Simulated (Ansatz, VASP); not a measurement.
TaN in VASP and in Ansatz

```xyz
2
Lattice="2.9786 0.0000 0.0000 -1.4893 2.5796 0.0000 0.0000 0.0000 2.9282" Properties=species:S:1:pos:R:3 pbc="T T T"
Ta    0.0000    0.0000    1.4641
N     1.4893    0.8599    0.0000
```

Change from the starting cell: functional lda, volume scaled by 1.04, PAW files.

Alike in both runs: task electric field gradients; functional LDA; k mesh 13 × 13 × 11; occupations fermi-dirac, width 0.05 eV; no spin polarisation.

|  | VASP | Ansatz |
| --- | --- | --- |
| version | VASP 6.6.1 | Ansatz 0.2.0 |
| potentials or method | VASP PAW LDA potentials, release 64 (Ta_sv_GW, N) | PAW with Ansatz's default frozen-core files, scalar-relativistic |
| plane-wave cutoff (eV) | 520 | 420 |
| valence electrons in the cell | 18 | 18 |

Ansatz gave:

| Property | Result |
| --- | --- |
| pressure (GPa) | -24.5 |
| traceless stress, the component that is largest in VASP (GPa) | -2.71 |
| size of Vzz on the site where it differs most (V/Å²) | 57.6 |

Task: What did VASP give for the same quantities?

Result: Pressure (GPa): -24.0; traceless stress, the component that is largest in VASP (GPa): -2.65; size of Vzz on the site where it differs most (V/Å²): 40.6.

LDA's correlation is that of Perdew and Zunger in VASP and of Perdew and Wang (1992) in Ansatz.

Neither program's run includes spin-orbit coupling.
